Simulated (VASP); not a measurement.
Wanted: the native input for a VASP 6.6.1 run.

| Item | Value |
| --- | --- |
| Task | electric field gradients |
| Functional | PBE |
| Potentials or basis | VASP PAW PBE potentials, release 64 (C, O) |
| Cutoff | 520 eV |
| k mesh | 4 × 4 × 4 |
| Occupations | fermi-dirac, width 0.02 eV |
| Spin | no spin polarisation |
| Dipole correction | no |
| Further INCAR settings | ALGO = Normal; EDIFF = 1e-08; NBANDS = 44 |

The structure of CO2 lies in POSCAR:

```
CO2
1.0
    5.4970732800      0.0000000000      0.0000000000
    0.0000000000      5.4970732800      0.0000000000
    0.0000000000      0.0000000000      5.4970732800
C O
4 8
Direct
    0.0000000000      0.0000000000      0.0000000000
    0.5000000000      0.0000000000      0.5000000000
    0.5000000000      0.5000000000      0.0000000000
    0.0000000000      0.5000000000      0.5000000000
    0.1225369800      0.1225369800      0.1225369800
    0.3774630200      0.8774630200      0.6225369800
    0.6225369800      0.3774630200      0.8774630200
    0.8774630200      0.6225369800      0.3774630200
    0.8774630200      0.8774630200      0.8774630200
    0.6225369800      0.1225369800      0.3774630200
    0.3774630200      0.6225369800      0.1225369800
    0.1225369800      0.3774630200      0.6225369800
```

The input as run:

INCAR

```
SYSTEM = CO2
PREC     = Accurate       ! precision mode
ENCUT    = 520            ! plane-wave cutoff, eV
EDIFF    = 1E-8           ! SCF threshold, eV
ISMEAR   = -1             ! smearing method
SIGMA    = 0.02           ! smearing width, eV
LREAL    = .FALSE.        ! projectors in reciprocal space
LASPH    = .TRUE.         ! aspherical terms in the spheres
NELM     = 60             ! most SCF steps
ALGO     = Normal         ! electronic algorithm
ISIF     = 2              ! what is computed and relaxed
LWAVE    = .FALSE.        ! write WAVECAR
LCHARG   = .FALSE.        ! write CHGCAR
GGA      = PE             ! functional
LEFG     = .TRUE.       
NBANDS   = 44             ! bands
```

KPOINTS

```
regular mesh
0
G
  4 4 4
  0 0 0
```

Potentials or basis: VASP PAW PBE potentials, release 64 (C, O).

Run with:

```bash
$ cat potpaw_PBE.64/C/POTCAR potpaw_PBE.64/O/POTCAR > POTCAR
$ mpirun -np 1 vasp_std > vasp.out
```

Results of the run:

```json
{"Pressure": "4.1 GPa", "Largest force": "0.752 eV/Å", "Band gap on the k mesh": "6.85 eV", "Largest electric field gradient by atom": "C -50.2; O +68.0 V/Å²"}
```

Caveat: the cell stands under pressure; this functional lacks dispersion, which holds the molecules together, so the pressure and a relaxed volume are unreliable; without QUAD_EFG the Cq values of the log hold for a quadrupole moment of 1 mb, not for the nuclei.

Wall time 3 min on 1 thread of Intel Xeon 8259CL, with other jobs on the host, peak memory 0.27 GiB.
